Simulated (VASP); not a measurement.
The system is Sn2PbO3.

```
Sn Pb O
1.0
     3.86000    0.00000    0.00000
     0.00000   11.58000    0.00000
     0.00000    0.00000    4.87000
Sn Pb O
4 2 6
Direct
  0.00000 0.83330 0.23700
  0.50000 0.66670 0.76300
  0.00000 0.16670 0.23700
  0.50000 0.33330 0.76300
  0.00000 0.50000 0.23700
  0.50000 0.00000 0.76300
  0.50000 0.50000 0.00000
  0.00000 0.66670 0.00000
  0.50000 0.83330 0.00000
  0.00000 0.00000 0.00000
  0.00000 0.33330 0.00000
  0.50000 0.16670 0.00000
```

```yaml
Program: VASP 6.6.1
Task: relaxation of cell and atoms
Functional: PBE
Potentials_or_basis: VASP PAW PBE potentials, release 64 (Sn_d, Pb_d, O)
Cutoff: 600 eV
k_mesh: 3 × 1 × 3
Occupations: gaussian, width 0.15 eV
Spin: no spin polarisation
```

At the start: pressure 5.4 GPa; volume 18.14 Å³/atom.

Question: How do energy, volume and symmetry change on relaxing?

Answer: Over 12 steps the energy falls by 49.5 meV/atom and the volume is 19.51 Å³/atom (+7.5 %); space group Pmmn (No. 59, to 0.1 Å) before and after.

Step by step:
```csv
step,energy change (eV),largest force (eV/Å),pressure (GPa),volume (Å³)
1,0.0000,2.1789,5.39,217.68
2,-0.3368,1.1174,-4.16,237.49
3,-0.4478,0.7894,-1.40,230.41
4,-0.5684,0.1421,0.06,228.29
5,-0.5719,0.0912,0.39,227.86
6,-0.5766,0.1132,0.00,229.17
7,-0.5772,0.1240,-0.18,229.82
8,-0.5812,0.1068,0.00,230.08
9,-0.5836,0.1089,0.26,230.44
10,-0.5877,0.0967,0.08,231.57
11,-0.5913,0.1140,-0.24,233.74
12,-0.5945,0.0645,-0.04,234.07
```

Final structure:
```
Sn Pb O
1.0
     3.93503    0.00000    0.00000
     0.00000   11.74502    0.00000
     0.00000    0.00000    5.06461
Sn Pb O
4 2 6
Direct
  0.00000 0.83399 0.22047
  0.50000 0.66601 0.77953
  0.00000 0.16601 0.22047
  0.50000 0.33399 0.77953
  0.00000 0.50000 0.25532
  0.50000 0.00000 0.74468
  0.50000 0.50000 0.99750
  0.00000 0.67266 0.99591
  0.50000 0.82734 0.00409
  0.00000 0.00000 0.00250
  0.00000 0.32734 0.99591
  0.50000 0.17266 0.00409
```

Caveat: the k points lie up to 0.53 Å⁻¹ apart in the final cell; the relaxation stopped at a loose force limit of 0.08 eV/Å, so its end isn't a converged minimum.
